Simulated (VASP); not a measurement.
# RuC4 (I4/m) in VASP: further runs

The runs below take RuC4 through single point, relaxation of cell and atoms, with PBE.

Everything below comes from runs of VASP 6.6.1. Logs are shortened: lines on timing, memory, paths and dates and some standing lists are left out, and cuts for length are marked.

## 1. The cell of the first run

Symmetry: I4/m, No. 87, tetragonal system. The conventional cell has a = 5.764 Å, b = 5.764 Å, c = 3.488 Å, α = 90.00°, β = 90.00°, γ = 90.00°. Ru (site symmetry 4/m) has 12 C at 2.50 to 2.57 Å within 3.3 Å. Within 3.3 Å of C (site symmetry m) lie 9 C at 2.47 to 2.68 Å and 3 Ru at 2.50 to 2.57 Å.

## 2. Single point, PBE

INCAR

```
PREC = Accurate ; ENCUT = 520
EDIFF = 1E-6 ; ISMEAR = 0
SIGMA = 0.1 ; LREAL = F
LASPH = T ; NELM = 60
ALGO = Normal ; ISIF = 2
LWAVE = F ; LCHARG = F
GGA = PE ; NBANDS = 23
```

KPOINTS

```
regular mesh
0
Gamma
  6 6 6
```

POSCAR

```
RuC4
1.0
   -2.8820279200      2.8820279200      1.7441171700
    2.8820279200     -2.8820279200      1.7441171700
    2.8820279200      2.8820279200     -1.7441171700
Ru C
1 4
Direct
    0.0000000000      0.0000000000      0.0000000000
    0.7928614200      0.6048670600      0.3977284700
    0.2071385800      0.3951329400      0.6022715300
    0.3951329400      0.7928614200      0.1879943600
    0.6048670600      0.2071385800      0.8120056400
```

Potentials or basis: VASP PAW PBE potentials, release 64 (Ru_pv, C).

Started as:

```
$ cat potpaw_PBE.64/Ru_pv/POTCAR potpaw_PBE.64/C/POTCAR > POTCAR
$ mpirun -np 1 vasp_std > vasp.out
```

OUTCAR:

```text
PREC = Accurate
   ENCUT = 520
   EDIFF = 1E-6
   ISMEAR = 0
   LREAL = F
   LASPH = T
   NELM = 60
   ISIF = 2
   GGA = PE

 ion  position               nearest neighbor table
   1  0.000  0.000  0.000-   2 2.50   3 2.50   2 2.50   3 2.50   4 2.50   5 2.50   4 2.50   5 2.50
                             5 2.57   4 2.57   2 2.57   3 2.57
   2  0.793  0.605  0.398-   1 2.50   1 2.50   1 2.57
   3  0.207  0.395  0.602-   1 2.50   1 2.50   1 2.57
   4  0.395  0.793  0.188-   1 2.50   1 2.50   1 2.57
   5  0.605  0.207  0.812-   1 2.50   1 2.50   1 2.57

  LATTYP: Found a body centered tetragonal cell.
 ALAT       =     5.7640558400
 C/A-ratio  =     0.6051701158

  Lattice vectors:

 A1 = (  -2.8820279200,   2.8820279200,   1.7441171700)
 A2 = (   2.8820279200,  -2.8820279200,   1.7441171700)
 A3 = (   2.8820279200,   2.8820279200,  -1.7441171700)

Analysis of symmetry for initial positions (statically):
=====================================================================
 Subroutine PRICEL returns:
 Original cell was already a primitive cell.

 Routine SETGRP: Setting up the symmetry group for a
 body centered tetragonal supercell.

 Subroutine GETGRP returns: Found  8 space group operations
 (whereof  8 operations were pure point group operations)
 out of a pool of 16 trial point group operations.

The static configuration has the point symmetry C_4h.

Analysis of symmetry for dynamics (positions and initial velocities):
=====================================================================
 Subroutine PRICEL returns:
 Original cell was already a primitive cell.

 Routine SETGRP: Setting up the symmetry group for a
 body centered tetragonal supercell.

 Subroutine GETGRP returns: Found  8 space group operations
 (whereof  8 operations were pure point group operations)
 out of a pool of 16 trial point group operations.

The dynamic configuration has the point symmetry C_4h.

 Subroutine INISYM returns: Found  8 space group operations
 (whereof  8 operations are pure point group operations),
 and found     1 'primitive' translations

----------------------------------------------------------------------------------------

                                     Primitive cell

  volume of cell :      57.9471

  direct lattice vectors                    reciprocal lattice vectors
    -2.882027920  2.882027920  1.744117170     0.000000000  0.173488951  0.286677987
     2.882027920 -2.882027920  1.744117170     0.173488951  0.000000000  0.286677987
     2.882027920  2.882027920 -1.744117170     0.173488951  0.173488951  0.000000000

  length of vectors
     4.433296129  4.433296129  4.433296129     0.335086085  0.335086085  0.245350427

  position of ions in fractional coordinates (direct lattice)
     0.000000000  0.000000000  0.000000000
     0.792861420  0.604867060  0.397728470
     0.207138580  0.395132940  0.602271530
     0.395132940  0.792861420  0.187994360
     0.604867060  0.207138580  0.812005640

  ion indices of the primitive-cell ions
   primitive index   ion index
                 1           1
                 2           2
                 3           3
                 4           4
                 5           5

----------------------------------------------------------------------------------------

 KPOINTS: regular mesh

Automatic generation of k-mesh.
 Grid dimensions read from file:
 generate k-points for:    6    6    6

 Generating k-lattice:

  Cartesian coordinates                     Fractional coordinates (reciprocal lattice)
     0.000000000  0.028914825  0.047779665     0.166666667  0.000000000  0.000000000
     0.028914825  0.000000000  0.047779665     0.000000000  0.166666667  0.000000000
     0.028914825  0.028914825  0.000000000     0.000000000  0.000000000  0.166666667

  Length of vectors
     0.055847681  0.055847681  0.040891738

  Shift w.r.t. Gamma in fractional coordinates (k-lattice)
     0.000000000  0.000000000  0.000000000

 Subroutine IBZKPT returns following result:
 ===========================================

 Found     36 irreducible k-points:

 Following reciprocal coordinates:
            Coordinates               Weight
  0.000000  0.000000  0.000000      1.000000
  0.166667  0.000000  0.000000      8.000000
  0.333333  0.000000  0.000000      8.000000
  0.500000  0.000000 -0.000000      4.000000
  0.166667  0.166667  0.000000      8.000000
  0.333333  0.166667 -0.000000      8.000000
[... 16 lines left out ...]
 -0.333333  0.333333 -0.166667      4.000000
 -0.166667  0.333333  0.166667      8.000000
 [... further k-points ...]
   k-points           NKPTS =     36   k-points in BZ     NKDIM =     36   number of bands    NBANDS=     23
   number of dos      NEDOS =    301   number of ions     NIONS =      5
   total plane-waves  NPLWV =  46656
   dimension x,y,z NGX =    36 NGY =   36 NGZ =   36
   dimension x,y,z NGXF=    72 NGYF=   72 NGZF=   72
   ions per type =               1   4
   NGX,Y,Z   is equivalent  to a cutoff of  13.50, 13.50, 13.50 a.u.
   NGXF,Y,Z  is equivalent  to a cutoff of  27.00, 27.00, 27.00 a.u.
 SYSTEM =  unknown system
   PREC   = accura    normal or accurate (medium, high low for compatibility)
   ISTART =      0    job   : 0-new  1-cont  2-samecut
   ICHARG =      2    charge: 1-file 2-atom 10-const
   ISPIN  =      1    spin polarized calculation?
   LNONCOLLINEAR =      F non collinear calculations
   LSORBIT =      F    spin-orbit coupling
   LASPH  =      T    aspherical Exc in radial PAW
   ENCUT  =  520.0 eV  38.22 Ry    6.18 a.u.   8.24  8.24  8.24*2*pi/ulx,y,z
   NELM   =     60;   NELMIN=  2; NELMDL= -5     # of ELM steps
   EDIFF  = 0.1E-05   stopping-criterion for ELM
   LREAL  =      F    real-space projection
   EDIFFG = 0.1E-04   stopping-criterion for IOM
   NSW    =      0    number of steps for IOM
   IBRION =     -1    ionic relax: 0-MD 1-quasi-New 2-CG
   NFREE  =      0    steps in history (QN), initial steepest desc. (CG)
   ISIF   =      2    stress and relaxation
   ISYM   =      2    0-nonsym 1-usesym 2-fastsym
   POTIM  = 0.5000    time-step for ionic-motion
   TEBEG  =    0.0;   TEEND  =   0.0 temperature during run
   PSTRESS=    0.0 pullay stress
   NELECT =      30.0000    total number of electrons
   NUPDOWN=      -1.0000    fix difference up-down
   EMIN   =  10.00;   EMAX   =-10.00  energy-range for DOS
   EFERMI =   0.00;   METHOD = LEGACY
   ISMEAR =     0;   SIGMA  =   0.10  broadening in eV -4-tet -1-fermi 0-gaus
   EFERMI_NEDOS =   21; number of points for ismear=-14 and -15
   IALGO  =     38    algorithm
   IMIX   =      4    mixing-type and parameters
     AMIX     =   0.40;   BMIX     =  1.00
     AMIX_MAG =   1.60;   BMIX_MAG =  1.00
  volume/ion in A,a.u.               =      11.59        78.21
  Fermi-wavevector in a.u.,A,eV,Ry     =   1.314532  2.484106 23.510800  1.727995
  Thomas-Fermi vector in A             =   2.444778
   LORBIT       =      0    0 simple, 1 ext, 2 COOP (PROOUT), +10 PAW based schemes
   GGA     = PE    functional components
   LHFCALC =     F    Hartree Fock is set to
   AEXX    =    0.0000 exact exchange contribution
   IVDW    =     0    specifies the selected vdW correction
   LEPSILON=     F    determine dielectric tensor
   LRPA    =     F    only Hartree local field effects (RPA)
 non-spin polarized calculation
 Gauss-broadening in eV      SIGMA  =   0.10
  energy-cutoff  :      520.00
  volume of cell :       57.95
 maximum number of plane-waves:      1577
 NGX is ok and might be reduce to    36
   NGX = 17   NGY = 17   NGZ = 17

 number of electron      30.0000001 magnetization

 Free energy of the ion-electron system (eV)
  ---------------------------------------------------
  ext. energy  EPLUGINS =         0.00000000
  ---------------------------------------------------
  free energy    TOTEN  =       -28.12144660 eV

  energy without entropy =      -28.10925130  energy(sigma->0) =      -28.11534895

 E-fermi :   5.1406     XC(G=0): -11.5361

 val. band max:        5.1298978897   @ k =  -0.3333  -0.3333   0.1667
 cond. band min:       5.1477544487   @ k =   0.3333   0.0000   0.0000
 fundamental gap:      0.0178565590
 Fermi energy:         5.1405667266

 k-point     1 :       0.0000    0.0000    0.0000
  band No.  band energies     occupation
      1     -37.6495      2.00000
      2     -37.6495      2.00000
      3     -37.5296      2.00000
      4      -8.3705      2.00000
      5      -3.4157      2.00000
      6      -2.2144      2.00000
[... 15 lines left out ...]
     22       8.5305      0.00000
     23       8.5625      0.00000

 k-point     2 :       0.1667    0.0000    0.0000
  band No.  band energies     occupation
      1     -37.6490      2.00000
      2     -37.6490      2.00000
      3     -37.5385      2.00000
      4      -7.9862      2.00000
      5      -3.6182      2.00000
      6      -2.6544      2.00000
[... 15 lines left out ...]
     22       8.5167      0.00000
     23       8.9922      0.00000

 k-point     3 :       0.3333    0.0000    0.0000
  band No.  band energies     occupation
      1     -37.6479      2.00000
      2     -37.6479      2.00000
      3     -37.5562      2.00000
      4      -6.9009      2.00000
      5      -3.9203      2.00000
      6      -3.6552      2.00000
[... 15 lines left out ...]
     22       8.7213      0.00000
     23       9.1736      0.00000
[... 495 lines left out ...]
 k-point    23 :      -0.3333    0.3333   -0.1667
  band No.  band energies     occupation
      1     -37.6519      2.00000
      2     -37.6501      2.00000
      3     -37.5300      2.00000
      4      -7.3672      2.00000
      5      -5.2318      2.00000
      6      -3.0445      2.00000
[... 15 lines left out ...]
     22       8.3257      0.00000
     23       9.0098      0.00000

 k-point    24 :      -0.1667    0.3333    0.1667
  band No.  band energies     occupation
      1     -37.6501      2.00000
      2     -37.6501      2.00000
      3     -37.5388      2.00000
      4      -7.2028      2.00000
      5      -4.6096      2.00000
      6      -3.5250      2.00000
[... 15 lines left out ...]
     22       8.3822      0.00000
     23       8.9817      0.00000

 [... further k-points ...]

------------------------ aborting loop because EDIFF is reached ----------------------------------------

  FORCE on cell =-STRESS in cart. coord.  units (eV):
  Direction    XX          YY          ZZ          XY          YZ          ZX
  --------------------------------------------------------------------------------------
  -------------------------------------------------------------------------------------
  Total      -13.7003414    -13.7003414    -13.7286996      0.0000001      0.0000000      0.0000000
  in kB     -378.7999859   -378.7999859   -379.5840626      0.0000034      0.0000000      0.0000000
  external PRESSURE =    -379.0613448 kB  Pullay stress =       0.0000000 kB

 VOLUME and BASIS-vectors are now :
 -----------------------------------------------------------------------------
  energy-cutoff  :      520.00
  volume of cell :       57.95
      direct lattice vectors                 reciprocal lattice vectors
    -2.882027920  2.882027920  1.744117170     0.000000000  0.173488951  0.286677987
     2.882027920 -2.882027920  1.744117170     0.173488951  0.000000000  0.286677987
     2.882027920  2.882027920 -1.744117170     0.173488951  0.173488951  0.000000000

 POSITION                                       TOTAL-FORCE (eV/Angst)
 -----------------------------------------------------------------------------------
      0.00000      0.00000      0.00000        -0.000000     -0.000000     -0.000000
      0.60446      1.68807      1.74412         0.810819     -0.392974      0.000000
      2.27757      1.19396     -0.00000        -0.810819      0.392974     -0.000000
      1.68807     -0.60446      1.74412        -0.392974     -0.810819      0.000000
      1.19396      3.48649     -0.00000         0.392974      0.810819     -0.000000
 -----------------------------------------------------------------------------------
    total drift:                                0.000000      0.000000      0.000000

  FREE ENERGIE OF THE ION-ELECTRON SYSTEM (eV)
  ---------------------------------------------------
  free  energy   TOTEN  =       -28.1214466006 eV

  energy  without entropy=      -28.1092513031  energy(sigma->0) =      -28.11534895
```

It took 28 s on 1 thread of Intel Xeon 6975P-C (Granite Rapids), shared host; peak memory 0.21 GiB.

What came out:

- Free energy: -28.1214 eV
- Pressure: -37.9 GPa
- Largest force: 0.901 eV/Å
- Band gap on the k mesh: zero (band 15 reaches 5.43 eV, above the bottom of band 16 at 5.10 eV)

Forces on the atoms (eV/Å):
```
Ru   0.000  0.000  0.000
C    0.811 -0.393  0.000
C   -0.811  0.393  0.000
C   -0.393 -0.811  0.000
C    0.393  0.811  0.000
```

Levels at points of the mesh, in eV from the Fermi level:
```
           k point  band 12  band 13  band 14  band 15  band 16  band 17  band 18  band 19
(0.00, 0.00, 0.00)    -1.38    -1.22    -1.22    -1.22    -0.04     1.07     2.27     2.27
(0.50, 0.00, 0.00)    -1.88    -0.81    -0.56    -0.21     0.05     1.05     1.37     2.18
(0.50, 0.50, 0.00)    -1.71    -1.11    -0.36    -0.22     0.58     1.51     1.55     1.70
(0.50, 0.50, 0.50)    -1.87    -1.05    -0.58     0.29     0.44     0.44     1.27     1.79
```

(Part 1 of 2 ends here.)
